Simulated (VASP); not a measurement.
# Ti12Si in VASP: single point with PBE+D3(BJ)

Aim: the single point of Ti12Si with PBE+D3(BJ).

Everything below comes from runs of VASP 6.6.1. Logs are shortened: lines on timing, memory, paths and dates and some standing lists are left out, and cuts for length are marked.

## (1) The cell of the first run

The cell holds a slab with vacuum, 13 atoms: a = 5.710 Å, b = 5.710 Å, c = 21.493 Å, α = 90.00°, β = 90.00°, γ = 120.00°.

## (2) Single point, PBE+D3(BJ)

Input file INCAR:

```
PREC = Accurate ; ENCUT = 520
EDIFF = 1E-7 ; ISMEAR = 0
SIGMA = 0.1 ; LREAL = F
LASPH = T ; NELM = 100
ALGO = Normal ; ISIF = 2
LWAVE = F ; LCHARG = F
LDIPOL = T ; IDIPOL = 3
DIPOL = 0.5 0.5 0.307 ; GGA = PE
IVDW = 12 ; NBANDS = 86
```

Input file KPOINTS:

```
Automatic mesh
0
Gamma
  6 6 1
```

Input file POSCAR:

```
Ti12Si
1.0
    5.7099611372      0.0000000000      0.0000000000
   -2.8549805686      4.9449713995      0.0000000000
    0.0000000000      0.0000000000     21.4932633465
Ti Si
12 1
Direct
    0.3333333333      0.1666666667      0.1861048244
    0.3333333333      0.6666666667      0.1861048244
    0.8333333333      0.1666666667      0.1861048244
    0.8333333333      0.6666666667      0.1861048244
    0.1666666667      0.3333333333      0.2907832195
    0.1666666667      0.8333333333      0.2907832195
    0.6666666667      0.3333333333      0.2907832195
    0.6666666667      0.8333333333      0.2907832195
    0.0000000000      0.0000000000      0.3951593208
    0.0000000000      0.5000000000      0.3951593208
    0.5000000000      0.0000000000      0.3951593208
    0.5000000000      0.5000000000      0.3951593208
    0.0833333333      0.1666666667      0.4975169742
```

Potentials or basis: VASP PAW PBE potentials, release 64 (Ti_sv, Si).

The run is started by

```bash
cat potpaw_PBE.64/Ti_sv/POTCAR potpaw_PBE.64/Si/POTCAR > POTCAR
mpirun -np 1 vasp_std > vasp.out
```

OUTCAR:

```text
PREC = Accurate
   ENCUT = 520
   EDIFF = 1E-7
   ISMEAR = 0
   LREAL = F
   LASPH = T
   NELM = 100
   ISIF = 2
   GGA = PE
   IVDW = 12
 IVDW          = 12

 ion  position               nearest neighbor table
   1  0.333  0.167  0.186-   5 2.79   7 2.79   6 2.79   3 2.85   3 2.85   2 2.85   2 2.85   4 2.85
                             4 2.85
   2  0.333  0.667  0.186-   6 2.79   8 2.79   5 2.79   4 2.85   4 2.85   3 2.85   1 2.85   1 2.85
                             3 2.85
   3  0.833  0.167  0.186-   7 2.79   5 2.79   8 2.79   1 2.85   1 2.85   2 2.85   4 2.85   4 2.85
                             2 2.85
   4  0.833  0.667  0.186-   8 2.79   6 2.79   7 2.79   2 2.85   2 2.85   1 2.85   3 2.85   3 2.85
                             1 2.85
   5  0.167  0.333  0.291-  12 2.78   9 2.78  10 2.78   1 2.79   3 2.79   2 2.79   7 2.85   7 2.85
                             6 2.85   6 2.85   8 2.85   8 2.85
   6  0.167  0.833  0.291-  11 2.78  10 2.78   9 2.78   2 2.79   4 2.79   1 2.79   8 2.85   8 2.85
                             7 2.85   5 2.85   5 2.85   7 2.85
   7  0.667  0.333  0.291-  10 2.78  11 2.78  12 2.78   3 2.79   1 2.79   4 2.79   5 2.85   5 2.85
                             6 2.85   8 2.85   8 2.85   6 2.85
   8  0.667  0.833  0.291-   9 2.78  12 2.78  11 2.78   4 2.79   2 2.79   3 2.79   6 2.85   6 2.85
                             5 2.85   7 2.85   7 2.85   5 2.85
   9  0.000  0.000  0.395-  13 2.35   8 2.78   5 2.78   6 2.78  11 2.85  11 2.85  10 2.85  10 2.85
                            12 2.85  12 2.85
  10  0.000  0.500  0.395-   7 2.78   6 2.78   5 2.78  12 2.85  12 2.85   9 2.85   9 2.85  11 2.85
                            11 2.85
  11  0.500  0.000  0.395-   6 2.78   7 2.78   8 2.78   9 2.85   9 2.85  12 2.85  12 2.85  10 2.85
                            10 2.85
  12  0.500  0.500  0.395-   5 2.78   8 2.78   7 2.78  10 2.85  10 2.85  11 2.85  11 2.85   9 2.85
                             9 2.85
  13  0.083  0.167  0.498-   9 2.35

  LATTYP: Found a hexagonal cell.
 ALAT       =     5.7099611372
 C/A-ratio  =     3.7641698131

  Lattice vectors:

 A1 = (   5.7099611372,   0.0000000000,   0.0000000000)
 A2 = (  -2.8549805686,   4.9449713995,   0.0000000000)
 A3 = (   0.0000000000,   0.0000000000,  21.4932633465)

Analysis of symmetry for initial positions (statically):
=====================================================================
 Subroutine PRICEL returns:
 Original cell was already a primitive cell.

 Routine SETGRP: Setting up the symmetry group for a
 hexagonal supercell.

 Subroutine GETGRP returns: Found  2 space group operations
 (whereof  2 operations were pure point group operations)
 out of a pool of 24 trial point group operations.

The static configuration has the point symmetry C_1h.

Analysis of symmetry for dynamics (positions and initial velocities):
=====================================================================
 Subroutine PRICEL returns:
 Original cell was already a primitive cell.

 Routine SETGRP: Setting up the symmetry group for a
 hexagonal supercell.

 Subroutine GETGRP returns: Found  2 space group operations
 (whereof  2 operations were pure point group operations)
 out of a pool of 24 trial point group operations.

The dynamic configuration has the point symmetry C_1h.

 Subroutine INISYM returns: Found  2 space group operations
 (whereof  2 operations are pure point group operations),
 and found     1 'primitive' translations

----------------------------------------------------------------------------------------

                                     Primitive cell

  volume of cell :     606.8751

  direct lattice vectors                    reciprocal lattice vectors
     5.709961137  0.000000000  0.000000000     0.175132540  0.101112819  0.000000000
    -2.854980569  4.944971399  0.000000000     0.000000000  0.202225639  0.000000000
     0.000000000  0.000000000 21.493263347     0.000000000  0.000000000  0.046526206

  length of vectors
     5.709961137  5.709961137 21.493263347     0.202225639  0.202225639  0.046526206

  position of ions in fractional coordinates (direct lattice)
     0.333333333  0.166666667  0.186104824
     0.333333333  0.666666667  0.186104824
     0.833333333  0.166666667  0.186104824
     0.833333333  0.666666667  0.186104824
     0.166666667  0.333333333  0.290783219
     0.166666667  0.833333333  0.290783219
     0.666666667  0.333333333  0.290783219
[... 52 lines left out ...]
  0.166667 -0.000000  0.000000      4.000000
  0.000000  0.166667  0.000000      2.000000
  0.333333 -0.000000  0.000000      4.000000
  0.000000  0.333333  0.000000      2.000000
  0.500000 -0.000000  0.000000      2.000000
  0.000000  0.500000  0.000000      1.000000
  0.166667  0.166667  0.000000      4.000000
 -0.333333  0.166667  0.000000      2.000000
  0.333333  0.166667  0.000000      4.000000
 -0.166667  0.500000  0.000000      4.000000
  0.500000  0.333333  0.000000      4.000000
  0.333333  0.333333  0.000000      2.000000
   k-points           NKPTS =     13   k-points in BZ     NKDIM =     13   number of bands    NBANDS=     86
   number of dos      NEDOS =    301   number of ions     NIONS =     13
   total plane-waves  NPLWV = 282240
   dimension x,y,z NGX =    42 NGY =   42 NGZ =  160
   dimension x,y,z NGXF=    84 NGYF=   84 NGZF=  320
   ions per type =              12   1
   NGX,Y,Z   is equivalent  to a cutoff of  12.23, 12.23, 12.38 a.u.
   NGXF,Y,Z  is equivalent  to a cutoff of  24.46, 24.46, 24.75 a.u.
 SYSTEM =  unknown system
   PREC   = accura    normal or accurate (medium, high low for compatibility)
   ISTART =      0    job   : 0-new  1-cont  2-samecut
   ICHARG =      2    charge: 1-file 2-atom 10-const
   ISPIN  =      1    spin polarized calculation?
   LNONCOLLINEAR =      F non collinear calculations
   LSORBIT =      F    spin-orbit coupling
   LASPH  =      T    aspherical Exc in radial PAW
   ENCUT  =  520.0 eV  38.22 Ry    6.18 a.u.  10.62 10.62 39.96*2*pi/ulx,y,z
   NELM   =    100;   NELMIN=  2; NELMDL= -5     # of ELM steps
   EDIFF  = 0.1E-06   stopping-criterion for ELM
   LREAL  =      F    real-space projection
   EDIFFG = 0.1E-05   stopping-criterion for IOM
   NSW    =      0    number of steps for IOM
   IBRION =     -1    ionic relax: 0-MD 1-quasi-New 2-CG
   NFREE  =      0    steps in history (QN), initial steepest desc. (CG)
   ISIF   =      2    stress and relaxation
   ISYM   =      2    0-nonsym 1-usesym 2-fastsym
   POTIM  = 0.5000    time-step for ionic-motion
   TEBEG  =    0.0;   TEEND  =   0.0 temperature during run
   PSTRESS=    0.0 pullay stress
   NELECT =     148.0000    total number of electrons
   NUPDOWN=      -1.0000    fix difference up-down
   EMIN   =  10.00;   EMAX   =-10.00  energy-range for DOS
   EFERMI =   0.00;   METHOD = LEGACY
   ISMEAR =     0;   SIGMA  =   0.10  broadening in eV -4-tet -1-fermi 0-gaus
   EFERMI_NEDOS =   21; number of points for ismear=-14 and -15
   IALGO  =     38    algorithm
   IMIX   =      4    mixing-type and parameters
     AMIX     =   0.40;   BMIX     =  1.00
     AMIX_MAG =   1.60;   BMIX_MAG =  1.00
  volume/ion in A,a.u.               =      46.68       315.03
  Fermi-wavevector in a.u.,A,eV,Ry     =   1.022812  1.932834 14.233647  1.046144
  Thomas-Fermi vector in A             =   2.156511
   LORBIT       =      0    0 simple, 1 ext, 2 COOP (PROOUT), +10 PAW based schemes
   GGA     = PE    functional components
   LHFCALC =     F    Hartree Fock is set to
   AEXX    =    0.0000 exact exchange contribution
   IVDW    =    12    specifies the selected vdW correction
   LEPSILON=     F    determine dielectric tensor
   LRPA    =     F    only Hartree local field effects (RPA)
 non-spin polarized calculation
 Gauss-broadening in eV      SIGMA  =   0.10
  energy-cutoff  :      520.00
  volume of cell :      606.88
 maximum number of plane-waves:     16399
   NGX = 21   NGY = 21   NGZ = 79

 dipolmoment           0.000000      0.000000     -1.189392 electrons x Angstroem

 number of electron     147.9999943 magnetization

 dipolmoment           0.000000      0.000000      0.065594 electrons x Angstroem

 Free energy of the ion-electron system (eV)
  ---------------------------------------------------
  ext. energy  EPLUGINS =         0.00000000
  ---------------------------------------------------
  free energy    TOTEN  =       -91.70609582 eV

  energy without entropy =      -91.59064018  energy(sigma->0) =      -91.64836800

 E-fermi :   0.0913     XC(G=0):  -5.1277

 val. band max:        0.0891468298   @ k =   0.5000  -0.0000   0.0000
 cond. band min:       0.0995077859   @ k =   0.0000   0.3333   0.0000
 fundamental gap:      0.0103609561
 Fermi energy:         0.0913154493

 k-point     1 :       0.0000    0.0000    0.0000
  band No.  band energies     occupation
      1     -56.7256      2.00000
      2     -56.6757      2.00000
      3     -56.6319      2.00000
      4     -56.5978      2.00000
      5     -56.5706      2.00000
      6     -56.5671      2.00000
[... 1146 lines left out ...]
     85       1.0403      0.00000
     86       1.1038      0.00000

------------------------ aborting loop because EDIFF is reached ----------------------------------------

 vacuum level on the upper side and lower side of the slab       (xc-potential included)         0.143        -0.296

 Edisp (eV)   -5.63600

 E8    (eV) :    -2.7713

  FORCE on cell =-STRESS in cart. coord.  units (eV):
  Direction    XX          YY          ZZ          XY          YZ          ZX
  --------------------------------------------------------------------------------------
  -------------------------------------------------------------------------------------
  Total      -2.34413    -2.25312    -0.11503     0.00000     1.39307     0.00000
  in kB      -6.18860    -5.94834    -0.30369     0.00000     3.67778     0.00000
  external pressure =       -4.15 kB  Pullay stress =        0.00 kB

 VOLUME and BASIS-vectors are now :
 -----------------------------------------------------------------------------
  energy-cutoff  :      520.00
  volume of cell :      606.88
      direct lattice vectors                 reciprocal lattice vectors
     5.709961137  0.000000000  0.000000000     0.175132540  0.101112819  0.000000000
    -2.854980569  4.944971399  0.000000000     0.000000000  0.202225639  0.000000000
     0.000000000  0.000000000 21.493263347     0.000000000  0.000000000  0.046526206

 POSITION                                       TOTAL-FORCE (eV/Angst)
 -----------------------------------------------------------------------------------
      1.42749      0.82416      4.00000         0.018347     -0.023098      0.066151
     -0.00000      3.29665      4.00000         0.000000      0.000921      0.032658
      4.28247      0.82416      4.00000        -0.018347     -0.023098      0.066151
      2.85498      3.29665      4.00000         0.000000     -0.005487      0.082973
      0.00000      1.64832      6.24988         0.000000      0.234594     -0.376547
     -1.42749      4.12081      6.24988         0.126989     -0.091402     -0.185172
      2.85498      1.64832      6.24988         0.000000      0.016309     -0.139803
      1.42749      4.12081      6.24988        -0.126989     -0.091402     -0.185172
      0.00000      0.00000      8.49326         0.000000      0.064784     -1.376772
     -1.42749      2.47249      8.49326         0.568097     -0.457332      0.813575
      2.85498      0.00000      8.49326         0.000000      0.233421      0.775253
      1.42749      2.47249      8.49326        -0.568097     -0.457332      0.813575
     -0.00000      0.82416     10.69326         0.000000      0.599121     -0.386869
 -----------------------------------------------------------------------------------
    total drift:                                0.000000      0.000099     -0.000985

  FREE ENERGIE OF THE ION-ELECTRON SYSTEM (eV)
  ---------------------------------------------------
  free  energy   TOTEN  =       -97.3420969656 eV

  energy  without entropy=      -97.2266413257  energy(sigma->0) =      -97.28436915

 vacuum level on the upper side and lower side of the slab         5.104         4.662
```

It took 45 min on 1 thread of Intel Xeon Platinum 8488C (Sapphire Rapids), shared host; peak memory 0.86 GiB.

Results:

- Free energy: -97.3421 eV
- Largest force: 1.378 eV/Å
- Band gap on the k mesh: zero (bands 74 and 75 overlap by 0.63 eV)
- Dispersion energy per atom: -0.434 eV

Forces on the atoms (eV/Å):
```
Ti   0.018 -0.023  0.066
Ti   0.000  0.001  0.033
Ti  -0.018 -0.023  0.066
Ti   0.000 -0.005  0.083
Ti   0.000  0.235 -0.377
Ti   0.127 -0.091 -0.185
Ti   0.000  0.016 -0.140
Ti  -0.127 -0.091 -0.185
Ti   0.000  0.065 -1.377
Ti   0.568 -0.457  0.814
Ti   0.000  0.233  0.775
Ti  -0.568 -0.457  0.814
Si   0.000  0.599 -0.387
```

Levels at points of the mesh, in eV from the Fermi level:
```tsv
k point	band 69	band 70	band 71	band 72	band 73	band 74	band 75	band 76	band 77	band 78
(0.00, 0.00, 0.00)	-0.15	-0.09	-0.06	0.34	0.40	0.47	0.54	0.76	0.77	0.78
(0.50, 0.00, 0.00)	-0.49	-0.46	-0.43	-0.36	-0.34	-0.21	-0.12	-0.03	0.00	0.03
(0.00, 0.50, 0.00)	-0.51	-0.45	-0.42	-0.33	-0.32	-0.26	-0.16	-0.03	-0.03	0.04
```
